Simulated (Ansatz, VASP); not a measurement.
## One calculation of Fe, two programs

```xyz
1
Lattice="-1.3808 1.3808 1.3808 1.3808 -1.3808 1.3808 1.3808 1.3808 -1.3808" Properties=species:S:1:pos:R:3 pbc="T T T"
Fe    0.0000    0.0000    0.0000
```

Alike in both runs: functional PBE; k mesh 15 × 15 × 15; occupations fermi-dirac, width 0.1 eV; no spin polarisation.

Ansatz relaxed the structure, and its values are those at the end. VASP's run is a single point on that final structure, the one shown.

|  | VASP | Ansatz |
| --- | --- | --- |
| version | VASP 6.6.1 | Ansatz 0.2.0 |
| potentials or method | VASP PAW PBE potentials, release 64 (Fe), cutoff 520 eV | plane waves (420 eV) with PAW, scalar-relativistic |
| valence electrons in the cell | 8 | 16 |

VASP gave:

| Item | Value |
| --- | --- |
| pressure (GPa) | -0.5 |

Q: Estimate Ansatz's values.

A: Pressure (GPa): 0.0.

VASP's potentials hold 8 valence electrons a cell and Ansatz's 16, so a difference there can come from the potentials and not from the codes.
